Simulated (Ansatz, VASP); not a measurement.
## One calculation of CsBr, two programs

```xyz
2
Lattice="4.1763 0.0000 0.0000 0.0000 4.1763 0.0000 0.0000 0.0000 4.1763" Properties=species:S:1:pos:R:3 pbc="T T T"
Cs    0.0000    0.0000    0.0000
Br    2.0882    2.0882    2.0882
```

Alike in both runs: task relaxation of the atoms; functional PBE; k mesh 7 × 7 × 7; occupations fermi-dirac, width 0.03 eV; no spin polarisation.

|  | VASP | Ansatz |
| --- | --- | --- |
| version | VASP 6.6.1 | Ansatz 0.2.0 |
| potentials or method | VASP PAW PBE potentials, release 64 (Cs_sv, Br) | PAW with Ansatz's default frozen-core files, scalar-relativistic |
| plane-wave cutoff (eV) | 450 | 420 |
| valence electrons in the cell | 16 | 16 |

Ansatz gave:

* gap on the k mesh at the Fermi level, each at its own relaxed structure (eV): 4.81

**Question.** Which values does VASP return?

**Answer.** gap on the k mesh at the Fermi level, each at its own relaxed structure (eV): 4.80.

Ansatz's warnings: stress scf threshold loose.

Spin-orbit coupling is off throughout. Noted on VASP's run: the relaxation stopped at its first step, so nothing moved.
